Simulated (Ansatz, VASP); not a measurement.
**Hf2TaN4 in VASP and in Ansatz**

```
CELL_PARAMETERS angstrom
5.13750 -1.58252 -0.02262
5.13750 1.58252 -0.02262
-1.52668 0.00000 5.41897
ATOMIC_POSITIONS crystal
Hf 0.22089 0.22089 0.22693
Hf 0.77911 0.77911 0.77307
Ta 0.00000 0.00000 0.50000
N 0.14386 0.14386 0.83830
N 0.61946 0.61946 0.38802
N 0.85614 0.85614 0.16170
N 0.38054 0.38054 0.61198
```

Change from the starting cell: species swapped into the MgV2O4 type (P-1, No. 2).

Alike in both runs: functional PBE; k mesh 10 × 10 × 6; occupations gaussian, width 0.1 eV; no spin polarisation.

Ansatz relaxed the structure, and its values are those at the end. VASP's run is a single point on that final structure, the one shown.

|  | VASP | Ansatz |
| --- | --- | --- |
| version | VASP 6.6.1 | Ansatz 0.2.0 |
| potentials or method | VASP PAW PBE potentials, release 64 (Hf_pv, Ta_pv, N), cutoff 520 eV | scalar-relativistic, plane waves, PAW |
| valence electrons in the cell | 51 | 85 |

```tsv
	VASP	Ansatz	Ansatz less VASP
gap on the k mesh at the Fermi level (eV)	none	none	-
pressure (GPa)	-1.2	0.0	+1.18
rms of the force components (eV/Å)	0.066	0.001	-0.0653
```

A gap of «none» marks a metal or a gap that the smearing closes. VASP's potentials hold 51 valence electrons a cell and Ansatz's 85, so a difference there can come from the potentials and not from the codes.

Neither program's run includes spin-orbit coupling.
